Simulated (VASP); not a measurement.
# NbTe (P-6m2) in VASP: a series of runs, part 2 of 2

VASP 6.6.1. Earlier steps stand in the parts before.

## (4) Single point, PBE0

This run uses another cell than the first one, of 20.62 Å³/atom.

Contents of POSCAR:

```
NbTe
1.0
    3.6273822700      0.0000000000      0.0000000000
   -1.8136911350      3.1414051951      0.0000000000
    0.0000000000      0.0000000000      3.6187977783
Te Nb
1 1
Direct
    0.6666666667      0.3333333333      0.0000000000
    0.0000000000      0.0000000000      0.5000000000
```

Contents of INCAR.step1:

```
ALGO = Normal
EDIFF = 1E-5
ENCUT = 520
GGA = PE
ISIF = 2
ISMEAR = -1
LASPH = T
LREAL = F
LWAVE = T
NBANDS = 16
NELM = 60
PREC = Accurate
SIGMA = 0.05
```

Contents of INCAR.step2:

```
AEXX = 0.25
ALGO = Normal
EDIFF = 1E-7
ENCUT = 520
GGA = PE
ISIF = 2
ISMEAR = -1
ISTART = 1
LASPH = T
LCHARG = T
LELF = T
LHFCALC = T
LREAL = F
LVHAR = T
LWAVE = F
NBANDS = 16
NELM = 60
PREC = Accurate
PRECFOCK = Normal
SIGMA = 0.05
```

Contents of KPOINTS:

```
k-points
0
Gamma
  6 6 4
```

Potentials or basis: VASP PAW PBE potentials, release 64 (Te, Nb_sv).

Run with:

```
$ cat potpaw_PBE.64/Te/POTCAR potpaw_PBE.64/Nb_sv/POTCAR > POTCAR
$ cp INCAR.step1 INCAR
$ mpirun -np 1 vasp_std > vasp.out
$ cp INCAR.step2 INCAR
$ mpirun -np 1 vasp_std > vasp.out
```

OUTCAR:

```text
AEXX = 0.25
   EDIFF = 1E-7
   ENCUT = 520
   GGA = PE
   ISIF = 2
   ISMEAR = -1
   ISTART = 1
   LASPH = T
   LHFCALC = T
   LREAL = F
   NELM = 60
   PREC = Accurate
   PRECFOCK = Normal

 ion  position               nearest neighbor table
   1  0.667  0.333  0.000-   2 2.77   2 2.77   2 2.77   2 2.77   2 2.77   2 2.77
   2  0.000  0.000  0.500-   1 2.77   1 2.77   1 2.77   1 2.77   1 2.77   1 2.77

  LATTYP: Found a hexagonal cell.
 ALAT       =     3.6273822700
 C/A-ratio  =     0.9976334196

  Lattice vectors:

 A1 = (   3.6273822700,   0.0000000000,   0.0000000000)
 A2 = (  -1.8136911350,   3.1414051951,   0.0000000000)
 A3 = (   0.0000000000,   0.0000000000,   3.6187977783)

Analysis of symmetry for initial positions (statically):
=====================================================================
 Subroutine PRICEL returns:
 Original cell was already a primitive cell.

 Routine SETGRP: Setting up the symmetry group for a
 hexagonal supercell.

 Subroutine GETGRP returns: Found 12 space group operations
 (whereof 12 operations were pure point group operations)
 out of a pool of 24 trial point group operations.

The static configuration has the point symmetry D_3h.

Analysis of symmetry for dynamics (positions and initial velocities):
=====================================================================
 Subroutine PRICEL returns:
 Original cell was already a primitive cell.

 Routine SETGRP: Setting up the symmetry group for a
 hexagonal supercell.

 Subroutine GETGRP returns: Found 12 space group operations
 (whereof 12 operations were pure point group operations)
 out of a pool of 24 trial point group operations.

The dynamic configuration has the point symmetry D_3h.

 Subroutine INISYM returns: Found 12 space group operations
 (whereof 12 operations are pure point group operations),
 and found     1 'primitive' translations

[... 113 lines left out ...]
  Thomas-Fermi vector in A             =   2.397747
   LORBIT       =      0    0 simple, 1 ext, 2 COOP (PROOUT), +10 PAW based schemes
   GGA     = PE    functional components
   LHFCALC =     T    Hartree Fock is set to
   PRECFOCK=normal    Normal, Fast or Accurate (Low or Medium for compatibility)
   ENCUT4O =  -1.0   cutoff for four orbital integrals eV
   NKREDX  =     1    reduce k-point grid by
   NKREDY  =     1    reduce k-point grid by
   NKREDZ  =     1    reduce k-point grid by
   AEXX    =    0.2500 exact exchange contribution
   HFSCREEN=    0.0000 screening length (either q_TF or 0.3 A-1)
   HFSCREENC=   0.0000 screening length for correlation (either q_TF or 0.3 A-1)
   ENCUTFOCK=  -1.0 apply spherical cutoff to Coloumb kernel
   IVDW    =     0    specifies the selected vdW correction
   LEPSILON=     F    determine dielectric tensor
   LRPA    =     F    only Hartree local field effects (RPA)
 non-spin polarized calculation
  energy-cutoff  :      520.00
  volume of cell :       41.24
 maximum number of plane-waves:      1132
 NGX is ok and might be reduce to    28
  NGX = 24; NGY = 24; NGZ = 24

 number of electron      19.0000001 magnetization

 Free energy of the ion-electron system (eV)
  ---------------------------------------------------
  ext. energy  EPLUGINS =         0.00000000
  ---------------------------------------------------
  free energy    TOTEN  =       -17.96469232 eV

  energy without entropy =      -17.96460927  energy(sigma->0) =      -17.96465079

 E-fermi :  12.0696     XC(G=0):  -9.1241

 val. band max:       11.7805514167   @ k =   0.0000   0.0000   0.0000
 cond. band min:      12.4476356664   @ k =   0.3333   0.0000   0.2500
 fundamental gap:      0.6670842497
 Fermi energy:        12.0696161934

 k-point     1 :       0.0000    0.0000    0.0000
  band No.  band energies     occupation
      1     -48.0074      2.00000
      2     -22.7861      2.00000
      3     -22.6215      2.00000
      4     -22.6215      2.00000
      5      -4.7622      2.00000
      6       7.6290      2.00000
[... 376 lines left out ...]
      3     -22.7648      2.00000
      4     -22.7454      2.00000
      5      -2.1042      2.00000
      6       3.9286      2.00000
[... 8 lines left out ...]
     15      16.8804      0.00000
     16      22.0141      0.00000

------------------------ aborting loop because EDIFF is reached ----------------------------------------

  FORCE on cell =-STRESS in cart. coord.  units (eV):
  Direction    XX          YY          ZZ          XY          YZ          ZX
  --------------------------------------------------------------------------------------
  -------------------------------------------------------------------------------------
  Total        0.1338694      0.1338694      1.5649670      0.0000000      0.0000000     -0.0000000
  in kB        5.2012789      5.2012789     60.8042808      0.0000000      0.0000000     -0.0000000
  external PRESSURE =      23.7356129 kB  Pullay stress =       0.0000000 kB

 VOLUME and BASIS-vectors are now :
 -----------------------------------------------------------------------------
  energy-cutoff  :      520.00
  volume of cell :       41.24
      direct lattice vectors                 reciprocal lattice vectors
     3.627382270  0.000000000  0.000000000     0.275680898  0.159164440  0.000000000
    -1.813691135  3.141405195  0.000000000     0.000000000  0.318328881  0.000000000
     0.000000000  0.000000000  3.618797778     0.000000000  0.000000000  0.276334866

 POSITION                                       TOTAL-FORCE (eV/Angst)
 -----------------------------------------------------------------------------------
      1.81369      1.04714      0.00000         0.000000      0.000000      0.000000
      0.00000      0.00000      1.80940        -0.000000      0.000000      0.000000
 -----------------------------------------------------------------------------------
    total drift:                               -0.000000      0.000000     -0.000000

  FREE ENERGIE OF THE ION-ELECTRON SYSTEM (eV)
  ---------------------------------------------------
  free  energy   TOTEN  =       -17.9646923226 eV

  energy  without entropy=      -17.9646092659  energy(sigma->0) =      -17.96465079
```

OUTCAR.step1:

```text
EDIFF = 1E-5
   ENCUT = 520
   GGA = PE
   ISIF = 2
   ISMEAR = -1
[... 615 lines left out ...]
 -----------------------------------------------------------------------------------
      1.81369      1.04714      0.00000         0.000000     -0.000000      0.000000
      0.00000      0.00000      1.80940        -0.000000      0.000000      0.000000
 -----------------------------------------------------------------------------------
    total drift:                               -0.000000      0.000000     -0.000000

  FREE ENERGIE OF THE ION-ELECTRON SYSTEM (eV)
  ---------------------------------------------------
  free  energy   TOTEN  =       -13.5934411642 eV

  energy  without entropy=      -13.5819179586  energy(sigma->0) =      -13.58767956
```

Run time: 75 min. Hardware: 1 thread of Intel Xeon Platinum 8375C at 2.90GHz (Ice Lake), shared host; peak memory 0.19 GiB.

Results:

```yaml
Free_energy: -17.9647 eV
Pressure: 2.4 GPa
Band_gap_on_the_k_mesh: zero (an odd number of electrons rules out a gap without spin polarisation)
```

Stress tensor (GPa, compression positive):
```
0.52 0.00 0.00
0.00 0.52 0.00
0.00 0.00 6.08
```

Caveat: the k points lie up to 0.43 Å⁻¹ apart, too coarse for converged energies and pressures of a metal; the PAW data sets were made with another functional, which shifts forces and pressure a little; spin-orbit coupling is left out, which moves the levels of the heavy elements; an odd number of electrons without spin polarisation forces a metal; a magnetic or distorted state may lie lower.

## (5) Summary

| level | cell | screening parameter | gap on the mesh (eV) | pressure (GPa) |
| --- | --- | --- | --- | --- |
| HSE06 | a = 3.678, b = 3.678, c = 3.669 Å, angles 90.0, 90.0, 120.0°, 2 atoms | 0.2079 1/Å | none | -3.1 |
| HSE06 | a = 3.752, b = 3.752, c = 3.743 Å, angles 90.0, 90.0, 120.0°, 2 atoms | 0.2079 1/Å | none | -9.7 |
| PBE0 | a = 3.627, b = 3.627, c = 3.619 Å, angles 90.0, 90.0, 120.0°, 2 atoms | - | none | 2.4 |

Alike in all rows: task single point; potentials or basis VASP PAW PBE potentials, release 64 (Te, Nb_sv); no spin polarisation; k mesh 6 × 6 × 4; cutoff (eV) 520; smearing fermi-dirac 0.05 eV.

Caveats: all runs use coarse meshes; the PAW data sets were made with another functional, which shifts forces and pressure a little; spin-orbit coupling is left out, which moves the levels of the heavy elements; an odd number of electrons without spin polarisation forces a metal; a magnetic or distorted state may lie lower.

Absolute energies hang on the potentials; compare differences alone.

The gap in the log of VASP goes by the Fermi energy; the results here count the filled bands.